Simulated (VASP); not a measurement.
# CaO in VASP: further runs

CaO is run at these levels: PBE, r2SCAN; tasks: single point.

Everything below comes from runs of VASP 6.6.1. Logs are shortened: lines on timing, memory, paths and dates and some standing lists are left out, and cuts for length are marked.

## 1. The cell of the first run

The structure is cubic, space group F-43m (No. 216). Conventional cell: a = 5.508 Å, b = 5.508 Å, c = 5.508 Å, α = 90.00°, β = 90.00°, γ = 90.00°. Within 3.2 Å of Ca (site symmetry -43m) lie 4 O at 2.38 Å. O (site symmetry -43m) has 4 Ca at 2.38 Å within 3.2 Å.

## 2. Single point, PBE (strain +5.6%)

The input, INCAR:

```
SYSTEM = CaO
  PREC = Accurate
  ENCUT = 520
  EDIFF = 1E-6
  ISMEAR = -1
  SIGMA = 0.02
  LREAL = .FALSE.
  LASPH = .TRUE.
  NELM = 60
  ALGO = Normal
  ISIF = 2
  LWAVE = .FALSE.
  LCHARG = .FALSE.
  GGA = PE
  NBANDS = 15
```

The input, KPOINTS:

```
regular mesh
0
G
  8 8 8
  0 0 0
```

The input, POSCAR:

```
CaO
1.0
    0.0000000000      2.7537514118      2.7537514118
    2.7537514118      0.0000000000      2.7537514118
    2.7537514118      2.7537514118      0.0000000000
Ca O
1 1
Direct
    0.0000000000      0.0000000000      0.0000000000
    0.2500000000      0.2500000000      0.2500000000
```

Potentials or basis: VASP PAW PBE potentials, release 64 (Ca_sv, O).

On the command line:

```sh
> cat potpaw_PBE.64/Ca_sv/POTCAR potpaw_PBE.64/O/POTCAR > POTCAR
> mpirun -np 1 vasp_std > vasp.out
```

OUTCAR:

```text
SYSTEM = CaO
   PREC = Accurate
   ENCUT = 520
   EDIFF = 1E-6
   ISMEAR = -1
   LREAL = .FALSE.
   LASPH = .TRUE.
   NELM = 60
   ISIF = 2
   GGA = PE

 ion  position               nearest neighbor table
   1  0.000  0.000  0.000-   2 2.38   2 2.38   2 2.38   2 2.38
   2  0.250  0.250  0.250-   1 2.38   1 2.38   1 2.38   1 2.38

  LATTYP: Found a face centered cubic cell.
 ALAT       =     5.5075028236

  Lattice vectors:

 A1 = (   0.0000000000,   2.7537514118,   2.7537514118)
 A2 = (   2.7537514118,   0.0000000000,   2.7537514118)
 A3 = (   2.7537514118,   2.7537514118,   0.0000000000)

Analysis of symmetry for initial positions (statically):
=====================================================================
 Subroutine PRICEL returns:
 Original cell was already a primitive cell.

 Routine SETGRP: Setting up the symmetry group for a
 face centered cubic supercell.

 Subroutine GETGRP returns: Found 24 space group operations
 (whereof 24 operations were pure point group operations)
 out of a pool of 48 trial point group operations.

The static configuration has the point symmetry T_d .

Analysis of symmetry for dynamics (positions and initial velocities):
=====================================================================
 Subroutine PRICEL returns:
 Original cell was already a primitive cell.

 Routine SETGRP: Setting up the symmetry group for a
 face centered cubic supercell.

 Subroutine GETGRP returns: Found 24 space group operations
 (whereof 24 operations were pure point group operations)
 out of a pool of 48 trial point group operations.

The dynamic configuration has the point symmetry T_d .

 Subroutine INISYM returns: Found 24 space group operations
 (whereof 24 operations are pure point group operations),
 and found     1 'primitive' translations

----------------------------------------------------------------------------------------

                                     Primitive cell

  volume of cell :      41.7642

  direct lattice vectors                    reciprocal lattice vectors
     0.000000000  2.753751412  2.753751412    -0.181570492  0.181570492  0.181570492
     2.753751412  0.000000000  2.753751412     0.181570492 -0.181570492  0.181570492
     2.753751412  2.753751412  0.000000000     0.181570492  0.181570492 -0.181570492

  length of vectors
     3.894392594  3.894392594  3.894392594     0.314489318  0.314489318  0.314489318

  position of ions in fractional coordinates (direct lattice)
[... 83 lines left out ...]
   IBRION =     -1    ionic relax: 0-MD 1-quasi-New 2-CG
   NFREE  =      0    steps in history (QN), initial steepest desc. (CG)
   ISIF   =      2    stress and relaxation
   ISYM   =      2    0-nonsym 1-usesym 2-fastsym
   POTIM  = 0.5000    time-step for ionic-motion
   TEBEG  =    0.0;   TEEND  =   0.0 temperature during run
   PSTRESS=    0.0 pullay stress
   NELECT =      16.0000    total number of electrons
   NUPDOWN=      -1.0000    fix difference up-down
   EMIN   =  10.00;   EMAX   =-10.00  energy-range for DOS
   EFERMI =   0.00;   METHOD = LEGACY
   ISMEAR =    -1;   SIGMA  =   0.02  broadening in eV -4-tet -1-fermi 0-gaus
   EFERMI_NEDOS =   21; number of points for ismear=-14 and -15
   IALGO  =     38    algorithm
   IMIX   =      4    mixing-type and parameters
     AMIX     =   0.40;   BMIX     =  1.00
     AMIX_MAG =   1.60;   BMIX_MAG =  1.00
  volume/ion in A,a.u.               =      20.88       140.92
  Fermi-wavevector in a.u.,A,eV,Ry     =   1.188995  2.246875 19.234686  1.413710
  Thomas-Fermi vector in A             =   2.325112
   LORBIT       =      0    0 simple, 1 ext, 2 COOP (PROOUT), +10 PAW based schemes
   GGA     = PE    functional components
   LHFCALC =     F    Hartree Fock is set to
   AEXX    =    0.0000 exact exchange contribution
   IVDW    =     0    specifies the selected vdW correction
   LEPSILON=     F    determine dielectric tensor
   LRPA    =     F    only Hartree local field effects (RPA)
 non-spin polarized calculation
  energy-cutoff  :      520.00
  volume of cell :       41.76
 maximum number of plane-waves:      1158
 NGX is ok and might be reduce to    30
   NGX = 15   NGY = 15   NGZ = 15

 number of electron      15.9999998 magnetization

 Free energy of the ion-electron system (eV)
  ---------------------------------------------------
  ext. energy  EPLUGINS =         0.00000000
  ---------------------------------------------------
  free energy    TOTEN  =       -12.29229441 eV

  energy without entropy =      -12.29229441  energy(sigma->0) =      -12.29229441

 E-fermi :   0.3814     XC(G=0):  -8.3627

 val. band max:       -0.1753963974   @ k =   0.5000   0.5000   0.0000
 cond. band min:       2.5947203962   @ k =   0.0000   0.0000   0.0000
 fundamental gap:      2.7701167936
 Fermi energy:         0.3813664232

 k-point     1 :       0.0000    0.0000    0.0000
  band No.  band energies     occupation
      1     -38.0851      2.00000
      2     -19.0404      2.00000
      3     -19.0404      2.00000
      4     -19.0404      2.00000
      5     -14.7368      2.00000
      6      -0.5591      2.00000
      7      -0.5591      2.00000
      8      -0.5591      2.00000
      9       2.5947      0.00000
     10       7.0883      0.00000
     11       7.0883      0.00000
     12       8.3449      0.00000
     13       8.3449      0.00000
     14       8.3449      0.00000
[... 401 lines left out ...]
      2     -19.3545      2.00000
      3     -19.1305      2.00000
      4     -19.0852      2.00000
      5     -14.3373      2.00000
      6      -0.8973      2.00000
      7      -0.5706      2.00000
      8      -0.2959      2.00000
      9       4.9271      0.00000
     10       6.1710      0.00000
     11       7.1005      0.00000
     12       8.0562      0.00000
     13       8.3464      0.00000
     14       9.1485      0.00000
     15      10.4990      0.00000

 [... further k-points ...]
[... 5 lines left out ...]
  --------------------------------------------------------------------------------------
  -------------------------------------------------------------------------------------
  Total       -2.0936101     -2.0936101     -2.0936101      0.0000000      0.0000000      0.0000000
  in kB      -80.3160227    -80.3160227    -80.3160227      0.0000000      0.0000000      0.0000000
  external PRESSURE =     -80.3160227 kB  Pullay stress =       0.0000000 kB

 VOLUME and BASIS-vectors are now :
 -----------------------------------------------------------------------------
  energy-cutoff  :      520.00
  volume of cell :       41.76
      direct lattice vectors                 reciprocal lattice vectors
     0.000000000  2.753751412  2.753751412    -0.181570492  0.181570492  0.181570492
     2.753751412  0.000000000  2.753751412     0.181570492 -0.181570492  0.181570492
     2.753751412  2.753751412  0.000000000     0.181570492  0.181570492 -0.181570492

 POSITION                                       TOTAL-FORCE (eV/Angst)
 -----------------------------------------------------------------------------------
      0.00000      0.00000      0.00000        -0.000000     -0.000000      0.000000
      1.37688      1.37688      1.37688         0.000000      0.000000     -0.000000
 -----------------------------------------------------------------------------------
    total drift:                               -0.000000     -0.000000      0.000000

  FREE ENERGIE OF THE ION-ELECTRON SYSTEM (eV)
  ---------------------------------------------------
  free  energy   TOTEN  =       -12.2922944144 eV

  energy  without entropy=      -12.2922944144  energy(sigma->0) =      -12.29229441
```

stdout:

```text
POSCAR found type information on POSCAR CaO
 POSCAR found :  2 types and       2 ions
 scaLAPACK will be used
 LDA part: xc-table for (Slater+PW92), standard interpolation
 POSCAR, INCAR and KPOINTS ok, starting setup
 FFT: planning ... GRIDC
 FFT: planning ... GRID_SOFT
 FFT: planning ... GRID
 WAVECAR not read
 entering main loop
```

Wall time 19 s (1 thread of Intel Xeon Platinum 8259CL at 2.50GHz (Skylake/Cascade Lake), shared host); peak memory 0.17 GiB.

Results:

- Free energy: -12.2923 eV
- Pressure: -8.0 GPa
- Band gap on the k mesh: 2.77 eV, indirect (least direct gap 3.15 eV)

Caveat: the cell differs from its parent crystal (strain +5.6%). A k mesh can miss the band edges.

## 3. Single point, r2SCAN (strain +5.6%)

POSCAR is that of step 2.

The input, INCAR.step1:

```
SYSTEM = CaO
PREC     = Accurate       ! precision mode
ENCUT    = 520            ! plane-wave cutoff, eV
ISMEAR   = 0              ! smearing method
SIGMA    = 0.01           ! smearing width, eV
LREAL    = .FALSE.        ! projectors in reciprocal space
LASPH    = .TRUE.         ! aspherical terms in the spheres
NELM     = 100            ! most SCF steps
NBANDS   = 15             ! bands
GGA      = PE             ! functional
ALGO     = Normal         ! electronic algorithm
EDIFF    = 1E-4           ! SCF threshold, eV
LWAVE    = .TRUE.         ! write WAVECAR
LCHARG   = .FALSE.        ! write CHGCAR
```

The input, INCAR.step2:

```
SYSTEM = CaO
PREC     = Accurate       ! precision mode
ENCUT    = 520            ! plane-wave cutoff, eV
EDIFF    = 1E-6           ! SCF threshold, eV
ISMEAR   = 0              ! smearing method
SIGMA    = 0.01           ! smearing width, eV
LREAL    = .FALSE.        ! projectors in reciprocal space
LASPH    = .TRUE.         ! aspherical terms in the spheres
NELM     = 100            ! most SCF steps
ALGO     = Normal         ! electronic algorithm
ISIF     = 2              ! what is computed and relaxed
LWAVE    = .FALSE.        ! write WAVECAR
LCHARG   = .FALSE.        ! write CHGCAR
METAGGA  = R2SCAN         ! meta-GGA
LMIXTAU  = .TRUE.       
NBANDS   = 15             ! bands
ISTART   = 1
```

The input, KPOINTS:

```
Automatic mesh
0
G
  8 8 8
  0 0 0
```

Potentials or basis: VASP PAW PBE potentials, release 64 (Ca_sv, O).

On the command line:

```sh
> cat potpaw_PBE.64/Ca_sv/POTCAR potpaw_PBE.64/O/POTCAR > POTCAR
> cp INCAR.step1 INCAR
> mpirun -np 1 vasp_std > vasp.out
> cp INCAR.step2 INCAR
> mpirun -np 1 vasp_std > vasp.out
```

It took 88 s on 1 thread of Intel Xeon Platinum 8259CL at 2.50GHz (Skylake/Cascade Lake), shared host; peak memory 0.18 GiB.

Results (log left out):

* Free energy: -18.7510 eV
* Pressure: -9.2 GPa
* Band gap on the k mesh: 3.17 eV, indirect (least direct gap 3.55 eV)

Levels at points of the mesh, in eV from the valence-band top:
| k point | band 4 | band 5 | band 6 | band 7 | band 8 | band 9 | band 10 | band 11 | band 12 | band 13 |
| --- | --- | --- | --- | --- | --- | --- | --- | --- | --- | --- |
| (0.00, 0.00, 0.00) | -19.43 | -15.52 | -0.38 | -0.38 | -0.38 | 3.17 | 7.93 | 7.93 | 9.19 | 9.19 |
| (0.50, 0.00, 0.00) | -19.45 | -15.15 | -0.89 | -0.20 | -0.20 | 6.03 | 7.79 | 7.79 | 7.83 | 9.06 |
| (0.50, 0.50, 0.00) | -19.50 | -15.03 | -1.11 | 0.00 | 0.00 | 5.00 | 6.65 | 8.79 | 9.04 | 9.04 |

Caveat: the cell differs from its parent crystal (strain +5.6%); the PAW data sets were made with another functional, which shifts forces and pressure a little.

## 4. Single point, PBE (strain along [111] +2.6%)

The input, INCAR:

```
SYSTEM = CaO
ALGO = Normal
EDIFF = 1E-6
ENCUT = 520
GGA = PE
ISIF = 2
ISMEAR = -1
LASPH = .True.
LCHARG = .False.
LREAL = .False.
LWAVE = .False.
NBANDS = 15
NELM = 80
PREC = Accurate
SIGMA = 0.02
```

The input, KPOINTS:

```
k-points
0
Gamma
  8 8 8
  0 0 0
```

The input, POSCAR:

```
CaO
1.0
    0.0444882217      2.6512199633      2.6512199633
    2.6512199633      0.0444882217      2.6512199633
    2.6512199633      2.6512199633      0.0444882217
Ca O
1 1
Direct
    0.0013231338      0.0013231338      0.0013231338
    0.2486768662      0.2486768662      0.2486768662
```

On the command line:

```sh
> cat potpaw_PBE.64/Ca_sv/POTCAR potpaw_PBE.64/O/POTCAR > POTCAR
> mpirun -np 1 vasp_std > vasp.out
```

Run time: 28 s. Hardware: 1 thread of Intel Xeon Platinum 8259CL at 2.50GHz (Skylake/Cascade Lake), shared host; peak memory 0.18 GiB.

Results (log left out):

| Property | Result |
| --- | --- |
| Free energy | -12.4403 eV |
| Pressure | -0.2 GPa |
| Band gap on the k mesh | 3.22 eV, indirect (least direct gap 3.79 eV) |

Forces in eV/Å, atoms in the order of the input:
```
Ca   0.001  0.001  0.001
O   -0.001 -0.001 -0.001
```

Stress tensor (GPa, compression positive):
```
-0.18 -0.67 -0.67
-0.67 -0.18 -0.67
-0.67 -0.67 -0.18
```

Levels at points of the mesh, in eV from the valence-band top:
```csv
k point,band 4,band 5,band 6,band 7,band 8,band 9,band 10,band 11,band 12,band 13
"(0.00, 0.00, 0.00)",-18.22,-14.77,-0.65,-0.57,-0.57,3.22,7.84,7.84,9.40,9.43
"(0.50, 0.00, 0.00)",-18.27,-14.18,-0.98,-0.37,-0.35,6.04,7.58,7.88,8.10,9.16
"(0.50, 0.50, 0.00)",-18.35,-14.00,-1.39,-0.04,0.00,4.87,6.53,8.85,9.15,9.18
"(0.50, 0.50, 0.50)",-18.27,-14.16,-1.05,-0.32,-0.32,6.02,7.75,7.75,8.05,9.17
```

Caveat: the cell differs from its parent crystal (strain along [111] +2.6%). A k mesh can miss the band edges.

## 5. Single point, r2SCAN (strain along [111] +2.6%)

POSCAR is that of step 4.

The input, INCAR.step1:

```
SYSTEM = CaO
PREC = Accurate
ENCUT = 520
ISMEAR = 0
SIGMA = 0.01
LREAL = .False.
LASPH = .True.
NELM = 100
NBANDS = 15
GGA = PE
ALGO = Normal
EDIFF = 1E-4
LWAVE = .True.
LCHARG = .False.
```

The input, INCAR.step2:

```
SYSTEM = CaO
PREC = Accurate
ENCUT = 520
EDIFF = 1E-6
ISMEAR = 0
SIGMA = 0.01
LREAL = .False.
LASPH = .True.
NELM = 100
ALGO = Normal
ISIF = 2
LWAVE = .False.
LCHARG = .False.
METAGGA = R2SCAN
LMIXTAU = .True.
NBANDS = 15
ISTART = 1
```

The input, KPOINTS:

```
regular mesh
0
Gamma
  8 8 8
  0 0 0
```

On the command line:

```sh
> cat potpaw_PBE.64/Ca_sv/POTCAR potpaw_PBE.64/O/POTCAR > POTCAR
> cp INCAR.step1 INCAR
> mpirun -np 1 vasp_std > vasp.out
> cp INCAR.step2 INCAR
> mpirun -np 1 vasp_std > vasp.out
```

Run time: 2 min. Hardware: 1 thread of Intel Xeon Platinum 8259CL at 2.50GHz (Skylake/Cascade Lake), shared host; peak memory 0.19 GiB.

Results (log left out):

```
Free energy            : -18.9363 eV
Pressure               : -1.2 GPa
Largest force          : 0.008 eV/Å
Band gap on the k mesh : 3.63 eV, indirect (least direct gap 4.19 eV)
```

Forces on the atoms (eV/Å):
```
Ca   0.004  0.004  0.004
O   -0.004 -0.004 -0.004
```

Stress tensor (GPa, compression positive):
```
-1.19 -0.70 -0.70
-0.70 -1.19 -0.70
-0.70 -0.70 -1.19
```

Levels at points of the mesh, in eV from the valence-band top:
| k point | band 5 | band 6 | band 7 | band 8 | band 9 | band 10 | band 11 | band 12 |
| --- | --- | --- | --- | --- | --- | --- | --- | --- |
| (0.00, 0.00, 0.00) | -15.73 | -0.65 | -0.57 | -0.57 | 3.63 | 8.52 | 8.52 | 10.08 |
| (0.50, 0.00, 0.00) | -15.08 | -0.97 | -0.37 | -0.35 | 6.49 | 8.22 | 8.54 | 8.69 |
| (0.50, 0.50, 0.00) | -14.88 | -1.38 | -0.04 | 0.00 | 5.27 | 7.11 | 9.57 | 9.85 |
| (0.50, 0.50, 0.50) | -15.06 | -1.05 | -0.32 | -0.32 | 6.46 | 8.40 | 8.40 | 8.63 |

Caveat: the cell differs from its parent crystal (strain along [111] +2.6%); the PAW data sets were made with another functional, which shifts forces and pressure a little.

## 6. Overview

```tsv
level	cell	smearing	gap on the mesh (eV)	pressure (GPa)
PBE	a = 3.894 Å, angles 60.0°, 2 atoms	fermi-dirac 0.02 eV	2.77	-8.0
r2SCAN	a = 3.894 Å, angles 60.0°, 2 atoms	gaussian 0.01 eV	3.17	-9.2
PBE	a = 3.750 Å, angles 58.9°, 2 atoms	fermi-dirac 0.02 eV	3.22	-0.2
r2SCAN	a = 3.750 Å, angles 58.9°, 2 atoms	gaussian 0.01 eV	3.63	-1.2
```

Alike in all rows: task single point; potentials or basis VASP PAW PBE potentials, release 64 (Ca_sv, O); no spin polarisation; k mesh 8 × 8 × 8; cutoff (eV) 520.

Caveats: the PAW data sets were made with another functional, which shifts forces and pressure a little (some runs).

Total energies depend on the potentials used, so only differences within one code and one set of settings carry meaning.
